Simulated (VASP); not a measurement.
Write the native input for VASP 6.6.1 that does the following.

```yaml
Task: relaxation of cell and atoms
Functional: PBE
Potentials_or_basis: VASP PAW PBE potentials, release 64 (Ta_pv, Ag)
Cutoff: 500 eV
k_mesh: 4 × 4 × 6
Occupations: gaussian, width 0.1 eV
Spin: no spin polarisation
Dipole_correction: no
Further_INCAR_settings: ALGO = Normal; EDIFF = 1e-07; IBRION = 2; EDIFFG = -0.04; NSW = 90; ISIF = 3
```

The structure of Ta3Ag lies in POSCAR:

```
Ta3Ag
1.0
    4.4258816026      0.0000000000      0.0000000000
    0.0000000000      4.4258816026      0.0000000000
    0.0000000000      0.0000000000      3.6520287124
Ta Ag
3 1
Direct
    0.0000000000      0.5000000000      0.5000000000
    0.5000000000      0.0000000000      0.5000000000
    0.5000000000      0.5000000000      0.0000000000
    0.0000000000      0.0000000000      0.0000000000
```

These files were run (other wordings do the same):

INCAR

```
SYSTEM = Ta3Ag
PREC = Accurate ; ENCUT = 500
EDIFF = 1E-7 ; ISMEAR = 0
SIGMA = 0.1 ; LREAL = .False.
LASPH = .True. ; NELM = 120
ALGO = Normal ; ISIF = 3
LWAVE = .False. ; LCHARG = .False.
GGA = PE ; IBRION = 2
NSW = 90 ; EDIFFG = -0.04
GGA_COMPAT = .False. ; NELMIN = 4
```

KPOINTS

```
Automatic mesh
0
Gamma
  4 4 6
  0 0 0
```

Potentials or basis: VASP PAW PBE potentials, release 64 (Ta_pv, Ag).

Launch:

```sh
$ cat potpaw_PBE.64/Ta_pv/POTCAR potpaw_PBE.64/Ag/POTCAR > POTCAR
$ mpirun -np 1 vasp_std > vasp.out
```

It gave:

- Relaxed volume: 17.92 Å³/atom
- Relaxed cell: a = 4.428 Å, b = 4.428 Å, c = 3.655 Å, α = 90.00°, β = 90.00°, γ = 90.00°
- Space group after relaxing (to 0.05 Å): P4/mmm (No. 123)
- Energy gained by relaxing: 0.0 meV/atom
- Ionic steps: 3
- Pressure after relaxing: 0.0 GPa
- Band gap on the k mesh: zero (band 22 reaches 7.88 eV, above the bottom of band 23 at 6.25 eV)

Caveat: spin-orbit coupling is left out, which moves the levels of the heavy elements.

Run time: 80 s on 1 thread of Intel(R) Xeon(R) Platinum 8259CL CPU @ 2.50GHz (Skylake/Cascade Lake), with other jobs on the host, peak memory 0.2 GiB.
